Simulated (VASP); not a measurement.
Write the native input for VASP 6.6.1 that does the following.

- Task: single point
- Functional: PBEsol
- Potentials or basis: VASP PAW PBE potentials, release 64 (Se)
- Cutoff: 520 eV
- k mesh: 13 × 13 × 13
- Occupations: fermi-dirac, width 0.1 eV
- Spin: no spin polarisation
- Dipole correction: no
- Further INCAR settings: ALGO = Normal; EDIFF = 1e-07; NBANDS = 9

The structure of Se lies in POSCAR:

```
Se
1.0
    2.7861814191      0.0000000000      0.0000000000
    0.0000000000      2.7861814191      0.0000000000
    0.0000000000      0.0000000000      2.7861814191
Se
1
Direct
    0.0000000000      0.0000000000      0.0000000000
```

The input as run:

INCAR

```
SYSTEM = Se
PREC = Accurate
ENCUT = 520
EDIFF = 1E-7
ISMEAR = -1
SIGMA = 0.1
LREAL = .FALSE.
LASPH = .TRUE.
NELM = 100
ALGO = Normal
ISIF = 2
LWAVE = .FALSE.
LCHARG = .FALSE.
GGA = PS
NBANDS = 9
```

KPOINTS

```
Automatic mesh
0
G
  13 13 13
  0 0 0
```

Potentials or basis: VASP PAW PBE potentials, release 64 (Se).

Command:

```sh
$ cat potpaw_PBE.64/Se/POTCAR > POTCAR
$ mpirun -np 1 vasp_std > vasp.out
```

It gave:

```json
{"Pressure": "0.1 GPa", "Band gap on the k mesh": "zero (band 3 reaches 8.08 eV, above the bottom of band 4 at 1.69 eV)"}
```

Caveat: the PAW data sets were made with another functional, which shifts forces and pressure a little.

Run time: 17 s on 1 thread of AMD EPYC 7R13 Processor (Zen 3) (shared host), peak memory 0.11 GiB.
